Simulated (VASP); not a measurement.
Here is a VASP 6.6.1 calculation.

File INCAR:

```
SYSTEM = Tb
PREC     = Accurate       ! precision mode
ENCUT    = 520            ! plane-wave cutoff, eV
EDIFF    = 1E-7           ! SCF threshold, eV
ISMEAR   = -5             ! smearing method
SIGMA    = 0.1            ! smearing width, eV
LREAL    = .False.        ! projectors in reciprocal space
LASPH    = .True.         ! aspherical terms in the spheres
NELM     = 150            ! most SCF steps
ALGO     = Normal         ! electronic algorithm
ISIF     = 2              ! what is computed and relaxed
LWAVE    = .False.        ! write WAVECAR
LCHARG   = .False.        ! write CHGCAR
ISPIN    = 2              ! spin polarisation
MAGMOM   = 6              ! initial moments
LORBIT   = 11             ! projections on sites
LMAXMIX  = 6              ! l up to which the mixer works
GGA      = RE             ! functional
IVDW     = 12             ! dispersion correction
NBANDS   = 14             ! bands
```

File KPOINTS:

```
Automatic mesh
0
Gamma
  9 9 9
  0 0 0
```

File POSCAR:

```
Tb
1.0
   -1.9965096606      1.9965096606      1.9965096606
    1.9965096606     -1.9965096606      1.9965096606
    1.9965096606      1.9965096606     -1.9965096606
Tb
1
Direct
    0.0000000000      0.0000000000      0.0000000000
```

Potentials or basis: VASP PAW PBE potentials, release 64 (Tb_3), 4f in core.

Run with:

```sh
$ cat potpaw_PBE.64/Tb_3/POTCAR > POTCAR
$ mpirun -np 1 vasp_std > vasp.out
```

(1) What does it give for the dispersion energy per atom?

(2) What does it give for the site moments?

Answers

(1) -0.610 eV.

(2) Tb +0.22 μB.

Caveat: the magnetic or orbital state may not be the lowest; an empty level that is flat over the whole mesh can mark a ghost state of the potentials, or a narrow d or f band.
